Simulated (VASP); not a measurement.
Write the native input for VASP 6.6.1 that does the following.

| Item | Value |
| --- | --- |
| Task | single point |
| Functional | PBEsol |
| Potentials or basis | VASP PAW PBE potentials, release 64 (F) |
| Cutoff | 520 eV |
| k mesh | 4 × 4 × 2 |
| Occupations | gaussian, width 0.05 eV |
| Spin | no spin polarisation |
| Dipole correction | no |
| Further INCAR settings | ALGO = Normal; EDIFF = 1e-06; NBANDS = 22 |

The structure of F lies in POSCAR:

```
F
1.0
    3.0828879034     -1.7435950964     -0.2377789107
    3.0828879034      1.7435950964     -0.2377789107
   -2.3265507410      0.0000000000      6.9861231001
F
4
Direct
    0.0848459664      0.0848459664      0.0940038325
    0.9151540336      0.9151540336      0.9059961675
    0.5015719855      0.5015719855      0.5937195244
    0.4984280145      0.4984280145      0.4062804756
```

The input as run:

INCAR

```
SYSTEM = F
PREC = Accurate
ENCUT = 520
EDIFF = 1E-6
ISMEAR = 0
SIGMA = 0.05
LREAL = .False.
LASPH = .True.
NELM = 80
ALGO = Normal
ISIF = 2
LWAVE = .False.
LCHARG = .False.
GGA = PS
NBANDS = 22
```

KPOINTS

```
regular mesh
0
Gamma
  4 4 2
  0 0 0
```

Potentials or basis: VASP PAW PBE potentials, release 64 (F).

Launch:

```console
$ cat potpaw_PBE.64/F/POTCAR > POTCAR
$ mpirun -np 1 vasp_std > vasp.out
```

It gave:

The pressure is 2.8 GPa. The largest force is 1.589 eV/Å. The band gap on the k mesh is 3.32 eV, indirect (least direct gap 3.42 eV).

Caveat: the k points lie up to 0.53 Å⁻¹ apart; the PAW data sets were made with another functional, which shifts forces and pressure a little.

Run time: 28 s on 1 thread of Intel Xeon 8259CL, on a shared host, peak memory 0.19 GiB.
